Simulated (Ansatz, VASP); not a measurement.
**Two plane-wave programs on NaPt**

```
Na Pt
1.0
     2.75615    0.00000    0.00000
    -1.37808    2.38690    0.00000
     0.00000    0.00000    4.80392
Na Pt
1 1
Direct
  0.66667 0.33333 0.50000
  0.33333 0.66667 0.00000
```

Alike in both runs: task single point; functional LDA; k mesh 18 × 18 × 10; occupations gaussian, width 0.15 eV; no spin polarisation.

|  | VASP | Ansatz |
| --- | --- | --- |
| version | VASP 6.6.1 | Ansatz 0.2.0 |
| potentials or method | VASP PAW LDA potentials, release 64 (Na_pv, Pt), cutoff 520 eV | scalar-relativistic, plane waves, PAW |
| valence electrons in the cell | 17 | 27 |

```csv
,VASP,Ansatz,Ansatz less VASP
gap on the k mesh at the Fermi level (eV),none,none,-
pressure (GPa),0.4,0.0,-0.40
"traceless stress, the component that is largest in VASP (GPa)",-0.24,-0.02,+0.220
```

LDA's correlation is that of Perdew and Zunger in VASP and of Perdew and Wang (1992) in Ansatz. A gap of «none» marks a metal or a gap that the smearing closes. VASP's potentials hold 17 valence electrons a cell and Ansatz's 27, so a difference there can come from the potentials and not from the codes.

Neither program's run includes spin-orbit coupling.
